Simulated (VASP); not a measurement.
A run of VASP 6.6.1:

File INCAR:

```
SYSTEM = Si
PREC     = Accurate       ! precision mode
ENCUT    = 520            ! plane-wave cutoff, eV
EDIFF    = 1E-6           ! SCF threshold, eV
ISMEAR   = -1             ! smearing method
SIGMA    = 0.02           ! smearing width, eV
LREAL    = .FALSE.        ! projectors in reciprocal space
LASPH    = .TRUE.         ! aspherical terms in the spheres
NELM     = 100            ! most SCF steps
ALGO     = Normal         ! electronic algorithm
ISIF     = 2              ! what is computed and relaxed
LWAVE    = .FALSE.        ! write WAVECAR
LCHARG   = .TRUE.         ! write CHGCAR
GGA      = PE             ! functional
LELF     = .TRUE.         ! ELF
LVHAR    = .TRUE.       
NBANDS   = 11             ! bands
```

File KPOINTS:

```
Automatic mesh
0
G
  8 8 8
  0 0 0
```

The input POSCAR:

```
Si
1.0
   -0.0755118157      2.7282706468      2.7282706468
    2.7282706468     -0.0755118157      2.7282706468
    2.7282706468      2.7282706468     -0.0755118157
Si
2
Direct
   -0.0016041212     -0.0016041212     -0.0016041212
    0.2516041212      0.2516041212      0.2516041212
```

Potentials or basis: VASP PAW PBE potentials, release 64 (Si).

Command:

```bash
$ cat potpaw_PBE.64/Si/POTCAR > POTCAR
$ mpirun -np 1 vasp_std > vasp.out
```

Hardware: 1 thread of Intel(R) Xeon(R) Platinum 8124M CPU @ 3.00GHz (Skylake/Cascade Lake), with other jobs on the host.

How long does it take, and how much memory?

Wall time 25 s on 1 thread of Intel(R) Xeon(R) Platinum 8124M CPU @ 3.00GHz (Skylake/Cascade Lake) (shared host), peak memory 0.17 GiB. Counts: scf iterations 12, k points 65.
